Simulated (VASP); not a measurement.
# Ir in VASP: a series of runs

The runs below take Ir through single point, with PBE.

Program: VASP 6.6.1. These are calculated values, not measurements. Logs are shortened: lines on timing, memory, paths and dates and some standing lists are left out, and cuts for length are marked.

## 1. The cell of the first run

It takes space group Fm-3m (No. 225, cubic). Conventional cell: a = 4.031 Å, b = 4.031 Å, c = 4.031 Å, α = 90.00°, β = 90.00°, γ = 90.00°. Ir (site symmetry m-3m) has 12 Ir at 2.85 Å within 3.8 Å.

## 2. Single point, PBE (strain +0.050 along x and y, +0.050 along z)

File INCAR:

```
SYSTEM = Ir
PREC = Accurate
ENCUT = 520
EDIFF = 1E-6
ISMEAR = 0
SIGMA = 0.15
LREAL = .FALSE.
LASPH = .TRUE.
NELM = 60
ALGO = Normal
ISIF = 2
LWAVE = .FALSE.
LCHARG = .FALSE.
GGA = PE
NBANDS = 10
```

File KPOINTS:

```
regular mesh
0
G
  22 22 22
  0 0 0
```

File POSCAR:

```
Ir
1.0
    0.0000000000      2.0156850000      2.0156850000
    2.0156850000      0.0000000000      2.0156850000
    2.0156850000      2.0156850000      0.0000000000
Ir
1
Direct
    0.0000000000      0.0000000000      0.0000000000
```

Potentials or basis: VASP PAW PBE potentials, release 64 (Ir).

Launch:

```
cat potpaw_PBE.64/Ir/POTCAR > POTCAR
mpirun -np 1 vasp_std > vasp.out
```

OUTCAR:

```text
SYSTEM = Ir
   PREC = Accurate
   ENCUT = 520
   EDIFF = 1E-6
   ISMEAR = 0
   LREAL = .FALSE.
   LASPH = .TRUE.
   NELM = 60
   ISIF = 2
   GGA = PE

 ion  position               nearest neighbor table
   1  0.000  0.000  0.000-

  LATTYP: Found a face centered cubic cell.
 ALAT       =     4.0313700000

  Lattice vectors:

 A1 = (   0.0000000000,   2.0156850000,   2.0156850000)
 A2 = (   2.0156850000,   0.0000000000,   2.0156850000)
 A3 = (   2.0156850000,   2.0156850000,   0.0000000000)

Analysis of symmetry for initial positions (statically):
=====================================================================
 Subroutine PRICEL returns:
 Original cell was already a primitive cell.

 Routine SETGRP: Setting up the symmetry group for a
 face centered cubic supercell.

 Subroutine GETGRP returns: Found 48 space group operations
 (whereof 48 operations were pure point group operations)
 out of a pool of 48 trial point group operations.

The static configuration has the point symmetry O_h .

Analysis of symmetry for dynamics (positions and initial velocities):
=====================================================================
 Subroutine PRICEL returns:
 Original cell was already a primitive cell.

 Routine SETGRP: Setting up the symmetry group for a
 face centered cubic supercell.

 Subroutine GETGRP returns: Found 48 space group operations
 (whereof 48 operations were pure point group operations)
 out of a pool of 48 trial point group operations.

The dynamic configuration has the point symmetry O_h .

 Subroutine INISYM returns: Found 48 space group operations
 (whereof 48 operations are pure point group operations),
 and found     1 'primitive' translations

----------------------------------------------------------------------------------------

                                     Primitive cell

  volume of cell :      16.3794

  direct lattice vectors                    reciprocal lattice vectors
     0.000000000  2.015685000  2.015685000    -0.248054632  0.248054632  0.248054632
     2.015685000  0.000000000  2.015685000     0.248054632 -0.248054632  0.248054632
     2.015685000  2.015685000  0.000000000     0.248054632  0.248054632 -0.248054632

  length of vectors
     2.850609064  2.850609064  2.850609064     0.429643225  0.429643225  0.429643225

  position of ions in fractional coordinates (direct lattice)
     0.000000000  0.000000000  0.000000000

  ion indices of the primitive-cell ions
   primitive index   ion index
                 1           1

----------------------------------------------------------------------------------------

 KPOINTS: regular mesh

Automatic generation of k-mesh.
 Grid dimensions read from file:
 generate k-points for:   22   22   22

 Generating k-lattice:

  Cartesian coordinates                     Fractional coordinates (reciprocal lattice)
    -0.011275211  0.011275211  0.011275211     0.045454545  0.000000000  0.000000000
     0.011275211 -0.011275211  0.011275211     0.000000000  0.045454545  0.000000000
     0.011275211  0.011275211 -0.011275211     0.000000000  0.000000000  0.045454545

  Length of vectors
     0.019529237  0.019529237  0.019529237

  Shift w.r.t. Gamma in fractional coordinates (k-lattice)
     0.000000000  0.000000000  0.000000000

 Subroutine IBZKPT returns following result:
 ===========================================

 Found    328 irreducible k-points:

 Following reciprocal coordinates:
            Coordinates               Weight
  0.000000  0.000000  0.000000      1.000000
  0.045455  0.000000  0.000000      8.000000
  0.090909  0.000000  0.000000      8.000000
  0.136364  0.000000  0.000000      8.000000
  0.181818  0.000000  0.000000      8.000000
  0.227273  0.000000  0.000000      8.000000
[... 16 lines left out ...]
  0.500000  0.045455  0.000000     24.000000
 -0.454545  0.045455  0.000000     24.000000
 [... further k-points ...]
   k-points           NKPTS =    328   k-points in BZ     NKDIM =    328   number of bands    NBANDS=     10
   number of dos      NEDOS =    301   number of ions     NIONS =      1
   total plane-waves  NPLWV =  13824
   dimension x,y,z NGX =    24 NGY =   24 NGZ =   24
   dimension x,y,z NGXF=    48 NGYF=   48 NGZF=   48
   ions per type =               1
   NGX,Y,Z   is equivalent  to a cutoff of  14.00, 14.00, 14.00 a.u.
   NGXF,Y,Z  is equivalent  to a cutoff of  27.99, 27.99, 27.99 a.u.
 SYSTEM =  Ir
   PREC   = accura    normal or accurate (medium, high low for compatibility)
   ISTART =      0    job   : 0-new  1-cont  2-samecut
   ICHARG =      2    charge: 1-file 2-atom 10-const
   ISPIN  =      1    spin polarized calculation?
   LNONCOLLINEAR =      F non collinear calculations
   LSORBIT =      F    spin-orbit coupling
   LASPH  =      T    aspherical Exc in radial PAW
   ENCUT  =  520.0 eV  38.22 Ry    6.18 a.u.   5.30  5.30  5.30*2*pi/ulx,y,z
   NELM   =     60;   NELMIN=  2; NELMDL= -5     # of ELM steps
   EDIFF  = 0.1E-05   stopping-criterion for ELM
   LREAL  =      F    real-space projection
   EDIFFG = 0.1E-04   stopping-criterion for IOM
   NSW    =      0    number of steps for IOM
   IBRION =     -1    ionic relax: 0-MD 1-quasi-New 2-CG
   NFREE  =      0    steps in history (QN), initial steepest desc. (CG)
   ISIF   =      2    stress and relaxation
   ISYM   =      2    0-nonsym 1-usesym 2-fastsym
   POTIM  = 0.5000    time-step for ionic-motion
   TEBEG  =    0.0;   TEEND  =   0.0 temperature during run
   PSTRESS=    0.0 pullay stress
   NELECT =       9.0000    total number of electrons
   NUPDOWN=      -1.0000    fix difference up-down
   EMIN   =  10.00;   EMAX   =-10.00  energy-range for DOS
   EFERMI =   0.00;   METHOD = LEGACY
   ISMEAR =     0;   SIGMA  =   0.15  broadening in eV -4-tet -1-fermi 0-gaus
   EFERMI_NEDOS =   21; number of points for ismear=-14 and -15
   IALGO  =     38    algorithm
   IMIX   =      4    mixing-type and parameters
     AMIX     =   0.40;   BMIX     =  1.00
     AMIX_MAG =   1.60;   BMIX_MAG =  1.00
  volume/ion in A,a.u.               =      16.38       110.53
  Fermi-wavevector in a.u.,A,eV,Ry     =   1.340879  2.533894 24.462692  1.797957
  Thomas-Fermi vector in A             =   2.469157
   LORBIT       =      0    0 simple, 1 ext, 2 COOP (PROOUT), +10 PAW based schemes
   GGA     = PE    functional components
   LHFCALC =     F    Hartree Fock is set to
   AEXX    =    0.0000 exact exchange contribution
   IVDW    =     0    specifies the selected vdW correction
   LEPSILON=     F    determine dielectric tensor
   LRPA    =     F    only Hartree local field effects (RPA)
 non-spin polarized calculation
 Gauss-broadening in eV      SIGMA  =   0.15
  energy-cutoff  :      520.00
  volume of cell :       16.38
 maximum number of plane-waves:       459
 NGX is ok and might be reduce to    24
   NGX = 11   NGY = 11   NGZ = 11

 number of electron       9.0000001 magnetization

 Free energy of the ion-electron system (eV)
  ---------------------------------------------------
  ext. energy  EPLUGINS =         0.00000000
  ---------------------------------------------------
  free energy    TOTEN  =        -8.65218265 eV

  energy without entropy =       -8.63679560  energy(sigma->0) =       -8.64448913

 E-fermi :   8.0081     XC(G=0): -13.1282

 val. band max:        8.0047655198   @ k =   0.3182   0.1818   0.0455
 cond. band min:       8.0081955667   @ k =   0.3182   0.1364   0.0000
 fundamental gap:      0.0034300468
 Fermi energy:         8.0081414740

 k-point     1 :       0.0000    0.0000    0.0000
  band No.  band energies     occupation
      1      -1.5722      2.00000
      2       4.9377      2.00000
      3       4.9377      2.00000
      4       4.9377      2.00000
      5       7.0599      2.00000
      6       7.0599      2.00000
      7      22.5595      0.00000
      8      27.2966      0.00000
      9      27.2966      0.00000
     10      27.2966      0.00000

 k-point     2 :       0.0455    0.0000    0.0000
  band No.  band energies     occupation
      1      -1.4928      2.00000
      2       4.8994      2.00000
      3       4.9706      2.00000
      4       4.9706      2.00000
      5       7.0407      2.00000
      6       7.0407      2.00000
      7      22.6854      0.00000
      8      26.8002      0.00000
      9      27.4158      0.00000
     10      27.4158      0.00000

 k-point     3 :       0.0909    0.0000    0.0000
  band No.  band energies     occupation
      1      -1.2592      2.00000
      2       4.7947      2.00000
      3       5.0613      2.00000
      4       5.0613      2.00000
      5       6.9935      2.00000
      6       6.9935      2.00000
      7      23.0394      0.00000
      8      25.7175      0.00000
      9      27.7643      0.00000
     10      27.7643      0.00000

 k-point     4 :       0.1364    0.0000    0.0000
  band No.  band energies     occupation
      1      -0.8859      2.00000
      2       4.6540      2.00000
      3       5.1827      2.00000
      4       5.1827      2.00000
      5       6.9518      2.00000
      6       6.9518      2.00000
      7      23.5396      0.00000
      8      24.4588      0.00000
      9      28.3141      0.00000
     10      28.3141      0.00000
[... 222 lines left out ...]
 k-point    22 :       0.4545    0.0455    0.0000
  band No.  band energies     occupation
      1       1.4288      2.00000
      2       4.8471      2.00000
      3       4.9721      2.00000
      4       6.7940      2.00000
      5       8.6529      0.00000
      6       8.8206      0.00000
      7      14.7232      0.00000
      8      22.3442      0.00000
      9      26.5182      0.00000
     10      26.8625      0.00000

 k-point    23 :       0.5000    0.0455    0.0000
  band No.  band energies     occupation
      1       1.4376      2.00000
      2       4.8154      2.00000
      3       4.9289      2.00000
      4       7.2325      2.00000
      5       8.7055      0.00000
      6       9.1394      0.00000
      7      13.9634      0.00000
      8      22.1997      0.00000
      9      26.3781      0.00000
     10      26.4231      0.00000

 k-point    24 :      -0.4545    0.0455    0.0000
  band No.  band energies     occupation
      1       1.4368      2.00000
      2       4.8304      2.00000
      3       4.9288      2.00000
      4       7.1589      2.00000
      5       8.6021      0.00000
      6       9.1376      0.00000
      7      14.1313      0.00000
      8      22.2286      0.00000
      9      26.2393      0.00000
     10      26.6882      0.00000

 [... further k-points ...]

------------------------ aborting loop because EDIFF is reached ----------------------------------------

  FORCE on cell =-STRESS in cart. coord.  units (eV):
  Direction    XX          YY          ZZ          XY          YZ          ZX
  --------------------------------------------------------------------------------------
  -------------------------------------------------------------------------------------
  Total       -3.1314766     -3.1314766     -3.1314766      0.0000000      0.0000000      0.0000000
  in kB     -306.3104143   -306.3104143   -306.3104143      0.0000000      0.0000000      0.0000000
  external PRESSURE =    -306.3104143 kB  Pullay stress =       0.0000000 kB

 VOLUME and BASIS-vectors are now :
 -----------------------------------------------------------------------------
  energy-cutoff  :      520.00
  volume of cell :       16.38
      direct lattice vectors                 reciprocal lattice vectors
     0.000000000  2.015685000  2.015685000    -0.248054632  0.248054632  0.248054632
     2.015685000  0.000000000  2.015685000     0.248054632 -0.248054632  0.248054632
     2.015685000  2.015685000  0.000000000     0.248054632  0.248054632 -0.248054632

 POSITION                                       TOTAL-FORCE (eV/Angst)
 -----------------------------------------------------------------------------------
      0.00000      0.00000      0.00000         0.000000      0.000000      0.000000
 -----------------------------------------------------------------------------------
    total drift:                               -0.000000      0.000000     -0.000000

  FREE ENERGIE OF THE ION-ELECTRON SYSTEM (eV)
  ---------------------------------------------------
  free  energy   TOTEN  =        -8.6521826516 eV

  energy  without entropy=       -8.6367956015  energy(sigma->0) =       -8.64448913
```

It took 52 s on 1 thread of Intel Xeon 8259CL, shared host; peak memory 0.19 GiB.

Results:

- Free energy: -8.6522 eV
- Pressure: -30.6 GPa
- Band gap on the k mesh: zero (an odd number of electrons rules out a gap without spin polarisation)

Caveat: the cell differs from its parent crystal (strain +0.050 along x and y, +0.050 along z); the cell stands under tension; spin-orbit coupling is left out, which moves the levels of the heavy elements.

(Continued in part 2 of 3.)
